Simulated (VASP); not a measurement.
# TePb (I4/mmm) in VASP: single point with PBE

Aim: the single point of TePb with PBE.

Everything below comes from runs of VASP 6.6.1. Logs are shortened: lines on timing, memory, paths and dates and some standing lists are left out, and cuts for length are marked.

### 1 The cell of the first run

It takes space group I4/mmm (No. 139, tetragonal). The conventional cell has a = 4.929 Å, b = 4.929 Å, c = 6.196 Å, α = 90.00°, β = 90.00°, γ = 90.00°. Within 4.1 Å of Te (site symmetry 4/mmm) lie 6 Pb at 3.10 to 3.49 Å. Pb (site symmetry 4/mmm) has 6 Te at 3.10 to 3.49 Å within 4.1 Å.

### 2 Single point, PBE (strain +0.080 along x and y, -0.040 along z)

Contents of INCAR:

```
SYSTEM = TePb
PREC = Accurate
ENCUT = 520
EDIFF = 1E-7
ISMEAR = 0
SIGMA = 0.05
LREAL = .False.
LASPH = .True.
NELM = 80
ALGO = Normal
ISIF = 2
LWAVE = .False.
LCHARG = .False.
GGA = PE
NBANDS = 17
```

Contents of KPOINTS:

```
Automatic mesh
0
Gamma
  8 8 8
  0 0 0
```

Contents of POSCAR:

```
TePb
1.0
    0.0000000000      3.4851600000      3.0979200000
    3.4851600000      0.0000000000      3.0979200000
    3.4851600000      3.4851600000      0.0000000000
Te Pb
1 1
Direct
    0.5000000000      0.5000000000      0.5000000000
    0.0000000000      0.0000000000      0.0000000000
```

Potentials or basis: VASP PAW PBE potentials, release 64 (Te, Pb_d).

Started as:

```sh
$ cat potpaw_PBE.64/Te/POTCAR potpaw_PBE.64/Pb_d/POTCAR > POTCAR
$ mpirun -np 1 vasp_std > vasp.out
```

OUTCAR:

```text
SYSTEM = TePb
   PREC = Accurate
   ENCUT = 520
   EDIFF = 1E-7
   ISMEAR = 0
   LREAL = .False.
   LASPH = .True.
   NELM = 80
   ISIF = 2
   GGA = PE

 ion  position               nearest neighbor table
   1  0.500  0.500  0.500-   2 3.10   2 3.10   2 3.49   2 3.49   2 3.49   2 3.49
   2  0.000  0.000  0.000-   1 3.10   1 3.10   1 3.49   1 3.49   1 3.49   1 3.49

  LATTYP: Found a body centered tetragonal cell.
 ALAT       =     4.9287605390
 C/A-ratio  =     1.2570787221

  Lattice vectors:

 A1 = (   0.0000000000,  -3.4851600000,  -3.0979200000)
 A2 = (   0.0000000000,   3.4851600000,  -3.0979200000)
 A3 = (   3.4851600000,   0.0000000000,   3.0979200000)

Analysis of symmetry for initial positions (statically):
=====================================================================
 Subroutine PRICEL returns:
 Original cell was already a primitive cell.

 Routine SETGRP: Setting up the symmetry group for a
 body centered tetragonal supercell.

 Subroutine GETGRP returns: Found 16 space group operations
 (whereof 16 operations were pure point group operations)
 out of a pool of 16 trial point group operations.

The static configuration has the point symmetry D_4h.

Analysis of symmetry for dynamics (positions and initial velocities):
=====================================================================
 Subroutine PRICEL returns:
 Original cell was already a primitive cell.

 Routine SETGRP: Setting up the symmetry group for a
 body centered tetragonal supercell.

 Subroutine GETGRP returns: Found 16 space group operations
 (whereof 16 operations were pure point group operations)
 out of a pool of 16 trial point group operations.

The dynamic configuration has the point symmetry D_4h.

 Subroutine INISYM returns: Found 16 space group operations
 (whereof 16 operations are pure point group operations),
 and found     1 'primitive' translations

----------------------------------------------------------------------------------------

                                     Primitive cell

  volume of cell :      75.2568

  direct lattice vectors                    reciprocal lattice vectors
     0.000000000  3.485160000  3.097920000    -0.143465436  0.143465436  0.161398616
     3.485160000  0.000000000  3.097920000     0.143465436 -0.143465436  0.161398616
     3.485160000  3.485160000  0.000000000     0.143465436  0.143465436 -0.161398616

  length of vectors
     4.662987085  4.662987085  4.928760539     0.259256969  0.259256969  0.259256969

  position of ions in fractional coordinates (direct lattice)
     0.500000000  0.500000000  0.500000000
     0.000000000  0.000000000  0.000000000

  ion indices of the primitive-cell ions
   primitive index   ion index
                 1           1
                 2           2

----------------------------------------------------------------------------------------

 KPOINTS: Automatic mesh

Automatic generation of k-mesh.
 Grid dimensions read from file:
 generate k-points for:    8    8    8

 Generating k-lattice:

  Cartesian coordinates                     Fractional coordinates (reciprocal lattice)
    -0.017933180  0.017933180  0.020174827     0.125000000  0.000000000  0.000000000
     0.017933180 -0.017933180  0.020174827     0.000000000  0.125000000  0.000000000
     0.017933180  0.017933180 -0.020174827     0.000000000  0.000000000  0.125000000

  Length of vectors
     0.032407121  0.032407121  0.032407121

  Shift w.r.t. Gamma in fractional coordinates (k-lattice)
     0.000000000  0.000000000  0.000000000

 Subroutine IBZKPT returns following result:
 ===========================================

 Found     59 irreducible k-points:

 Following reciprocal coordinates:
            Coordinates               Weight
  0.000000  0.000000  0.000000      1.000000
  0.125000  0.000000  0.000000      8.000000
  0.250000  0.000000  0.000000      8.000000
  0.375000  0.000000  0.000000      8.000000
  0.500000  0.000000  0.000000      4.000000
  0.125000  0.125000  0.000000      2.000000
[... 16 lines left out ...]
  0.250000  0.000000  0.125000     16.000000
  0.375000 -0.000000  0.125000     16.000000
 [... further k-points ...]
   k-points           NKPTS =     59   k-points in BZ     NKDIM =     59   number of bands    NBANDS=     17
   number of dos      NEDOS =    301   number of ions     NIONS =      2
   total plane-waves  NPLWV =  51840
   dimension x,y,z NGX =    36 NGY =   36 NGZ =   40
   dimension x,y,z NGXF=    72 NGYF=   72 NGZF=   80
   ions per type =               1   1
   NGX,Y,Z   is equivalent  to a cutoff of  12.83, 12.83, 13.49 a.u.
   NGXF,Y,Z  is equivalent  to a cutoff of  25.67, 25.67, 26.98 a.u.
 SYSTEM =  TePb
   PREC   = accura    normal or accurate (medium, high low for compatibility)
   ISTART =      0    job   : 0-new  1-cont  2-samecut
   ICHARG =      2    charge: 1-file 2-atom 10-const
   ISPIN  =      1    spin polarized calculation?
   LNONCOLLINEAR =      F non collinear calculations
   LSORBIT =      F    spin-orbit coupling
   LASPH  =      T    aspherical Exc in radial PAW
   ENCUT  =  520.0 eV  38.22 Ry    6.18 a.u.   8.67  8.67  9.16*2*pi/ulx,y,z
   NELM   =     80;   NELMIN=  2; NELMDL= -5     # of ELM steps
   EDIFF  = 0.1E-06   stopping-criterion for ELM
   LREAL  =      F    real-space projection
   EDIFFG = 0.1E-05   stopping-criterion for IOM
   NSW    =      0    number of steps for IOM
   IBRION =     -1    ionic relax: 0-MD 1-quasi-New 2-CG
   NFREE  =      0    steps in history (QN), initial steepest desc. (CG)
   ISIF   =      2    stress and relaxation
   ISYM   =      2    0-nonsym 1-usesym 2-fastsym
   POTIM  = 0.5000    time-step for ionic-motion
   TEBEG  =    0.0;   TEEND  =   0.0 temperature during run
   PSTRESS=    0.0 pullay stress
   NELECT =      20.0000    total number of electrons
   NUPDOWN=      -1.0000    fix difference up-down
   EMIN   =  10.00;   EMAX   =-10.00  energy-range for DOS
   EFERMI =   0.00;   METHOD = LEGACY
   ISMEAR =     0;   SIGMA  =   0.05  broadening in eV -4-tet -1-fermi 0-gaus
   EFERMI_NEDOS =   21; number of points for ismear=-14 and -15
   IALGO  =     38    algorithm
   IMIX   =      4    mixing-type and parameters
     AMIX     =   0.40;   BMIX     =  1.00
     AMIX_MAG =   1.60;   BMIX_MAG =  1.00
  volume/ion in A,a.u.               =      37.63       253.93
  Fermi-wavevector in a.u.,A,eV,Ry     =   1.052534  1.989002 15.072923  1.107829
  Thomas-Fermi vector in A             =   2.187621
   LORBIT       =      0    0 simple, 1 ext, 2 COOP (PROOUT), +10 PAW based schemes
   GGA     = PE    functional components
   LHFCALC =     F    Hartree Fock is set to
   AEXX    =    0.0000 exact exchange contribution
   IVDW    =     0    specifies the selected vdW correction
   LEPSILON=     F    determine dielectric tensor
   LRPA    =     F    only Hartree local field effects (RPA)
 non-spin polarized calculation
 Gauss-broadening in eV      SIGMA  =   0.05
  energy-cutoff  :      520.00
  volume of cell :       75.26
 maximum number of plane-waves:      2049
   NGX = 17   NGY = 17   NGZ = 19

 number of electron      20.0000001 magnetization

 Free energy of the ion-electron system (eV)
  ---------------------------------------------------
  ext. energy  EPLUGINS =         0.00000000
  ---------------------------------------------------
  free energy    TOTEN  =        -7.30382488 eV

  energy without entropy =       -7.30382488  energy(sigma->0) =       -7.30382488

 E-fermi :   4.8771     XC(G=0):  -8.7953

 val. band max:        4.6736768102   @ k =   0.5000   0.0000   0.0000
 cond. band min:       5.0961220035   @ k =   0.5000   0.0000   0.0000
 fundamental gap:      0.4224451933
 Fermi energy:         4.8770586546

 k-point     1 :       0.0000    0.0000    0.0000
  band No.  band energies     occupation
      1     -12.3226      2.00000
      2     -12.3191      2.00000
      3     -12.2781      2.00000
      4     -12.2744      2.00000
      5     -12.2744      2.00000
      6      -6.9509      2.00000
[... 9 lines left out ...]
     16      10.6572      0.00000
     17      10.8306      0.00000

 k-point     2 :       0.1250    0.0000    0.0000
  band No.  band energies     occupation
      1     -12.3226      2.00000
      2     -12.3189      2.00000
      3     -12.2794      2.00000
      4     -12.2733      2.00000
      5     -12.2730      2.00000
      6      -6.8367      2.00000
[... 9 lines left out ...]
     16      10.8387      0.00000
     17      11.4620      0.00000

 k-point     3 :       0.2500    0.0000    0.0000
  band No.  band energies     occupation
      1     -12.3229      2.00000
      2     -12.3185      2.00000
      3     -12.2825      2.00000
      4     -12.2706      2.00000
      5     -12.2692      2.00000
      6      -6.5106      2.00000
[... 9 lines left out ...]
     16      11.4236      0.00000
     17      13.0813      0.00000

 k-point     4 :       0.3750    0.0000    0.0000
  band No.  band energies     occupation
      1     -12.3237      2.00000
      2     -12.3183      2.00000
      3     -12.2856      2.00000
      4     -12.2679      2.00000
      5     -12.2649      2.00000
      6      -6.0515      2.00000
[... 9 lines left out ...]
     16      12.6932      0.00000
     17      14.1318      0.00000

 k-point     5 :       0.5000    0.0000    0.0000
  band No.  band energies     occupation
      1     -12.3241      2.00000
      2     -12.3182      2.00000
      3     -12.2869      2.00000
      4     -12.2667      2.00000
      5     -12.2631      2.00000
      6      -5.7662      2.00000
[... 9 lines left out ...]
     16      13.8144      0.00000
     17      13.9728      0.00000

 k-point     6 :       0.1250    0.1250    0.0000
  band No.  band energies     occupation
      1     -12.3210      2.00000
      2     -12.3203      2.00000
      3     -12.2799      2.00000
      4     -12.2719      2.00000
      5     -12.2719      2.00000
      6      -6.7553      2.00000
[... 9 lines left out ...]
     16      11.1195      0.00000
     17      11.1195      0.00000

 k-point     7 :       0.2500    0.1250    0.0000
  band No.  band energies     occupation
      1     -12.3210      2.00000
      2     -12.3200      2.00000
      3     -12.2839      2.00000
      4     -12.2689      2.00000
      5     -12.2683      2.00000
      6      -6.4584      2.00000
[... 9 lines left out ...]
     16      12.0594      0.00000
     17      12.2137      0.00000

 k-point     8 :       0.3750    0.1250    0.0000
  band No.  band energies     occupation
      1     -12.3206      2.00000
      2     -12.3206      2.00000
      3     -12.2890      2.00000
      4     -12.2661      2.00000
      5     -12.2641      2.00000
      6      -6.0160      2.00000
[... 9 lines left out ...]
     16      13.3553      0.00000
     17      13.6673      0.00000
[... 203 lines left out ...]
      1     -12.3259      2.00000
      2     -12.3172      2.00000
      3     -12.3129      2.00000
      4     -12.2563      2.00000
      5     -12.2559      2.00000
      6      -5.3573      2.00000
[... 9 lines left out ...]
     16      14.0794      0.00000
     17      14.6597      0.00000

 k-point    20 :      -0.3750    0.3750    0.0000
  band No.  band energies     occupation
      1     -12.3236      2.00000
      2     -12.3155      2.00000
      3     -12.3135      2.00000
      4     -12.2585      2.00000
      5     -12.2572      2.00000
      6      -5.4271      2.00000
[... 9 lines left out ...]
     16      13.0649      0.00000
     17      15.8871      0.00000

 k-point    21 :       0.5000    0.5000    0.0000
  band No.  band energies     occupation
      1     -12.3273      2.00000
      2     -12.3224      2.00000
      3     -12.3113      2.00000
      4     -12.2544      2.00000
      5     -12.2544      2.00000
      6      -5.2763      2.00000
[... 9 lines left out ...]
     16      14.3305      0.00000
     17      14.6211      0.00000

 k-point    22 :       0.1250    0.0000    0.1250
  band No.  band energies     occupation
      1     -12.3236      2.00000
      2     -12.3181      2.00000
      3     -12.2799      2.00000
      4     -12.2751      2.00000
      5     -12.2713      2.00000
      6      -6.8214      2.00000
[... 9 lines left out ...]
     16      11.2000      0.00000
     17      11.4342      0.00000

 k-point    23 :       0.2500    0.0000    0.1250
  band No.  band energies     occupation
      1     -12.3248      2.00000
      2     -12.3172      2.00000
      3     -12.2823      2.00000
      4     -12.2744      2.00000
      5     -12.2677      2.00000
      6      -6.5903      2.00000
[... 9 lines left out ...]
     16      11.8652      0.00000
     17      12.1806      0.00000

 k-point    24 :       0.3750   -0.0000    0.1250
  band No.  band energies     occupation
      1     -12.3255      2.00000
      2     -12.3168      2.00000
      3     -12.2853      2.00000
      4     -12.2714      2.00000
      5     -12.2642      2.00000
      6      -6.1908      2.00000
[... 9 lines left out ...]
     16      12.8306      0.00000
     17      13.5290      0.00000

 [... further k-points ...]

------------------------ aborting loop because EDIFF is reached ----------------------------------------

  FORCE on cell =-STRESS in cart. coord.  units (eV):
  Direction    XX          YY          ZZ          XY          YZ          ZX
  --------------------------------------------------------------------------------------
  -------------------------------------------------------------------------------------
  Total       -1.9992902     -1.9992902      3.2702352      0.0000000     -0.0000000      0.0000000
  in kB      -42.5638375    -42.5638375     69.6215894      0.0000000     -0.0000000      0.0000000
  external PRESSURE =      -5.1686952 kB  Pullay stress =       0.0000000 kB

 VOLUME and BASIS-vectors are now :
 -----------------------------------------------------------------------------
  energy-cutoff  :      520.00
  volume of cell :       75.26
      direct lattice vectors                 reciprocal lattice vectors
     0.000000000  3.485160000  3.097920000    -0.143465436  0.143465436  0.161398616
     3.485160000  0.000000000  3.097920000     0.143465436 -0.143465436  0.161398616
     3.485160000  3.485160000  0.000000000     0.143465436  0.143465436 -0.161398616

 POSITION                                       TOTAL-FORCE (eV/Angst)
 -----------------------------------------------------------------------------------
      3.48516      3.48516      3.09792        -0.000000      0.000000     -0.000000
      0.00000      0.00000      0.00000         0.000000     -0.000000      0.000000
 -----------------------------------------------------------------------------------
    total drift:                               -0.000000      0.000000      0.000000

  FREE ENERGIE OF THE ION-ELECTRON SYSTEM (eV)
  ---------------------------------------------------
  free  energy   TOTEN  =        -7.3038248811 eV

  energy  without entropy=       -7.3038248811  energy(sigma->0) =       -7.30382488
```

It took 51 s on 1 thread of AMD EPYC 9R45 (Zen 5), shared host; peak memory 0.23 GiB.

Results:

* Free energy: -7.3038 eV
* Pressure: -0.5 GPa
* Band gap on the k mesh: 0.42 eV, direct

Caveat: the cell differs from its parent crystal (strain +0.080 along x and y, -0.040 along z); spin-orbit coupling is left out, which moves the levels of the heavy elements. A k mesh can miss the band edges.
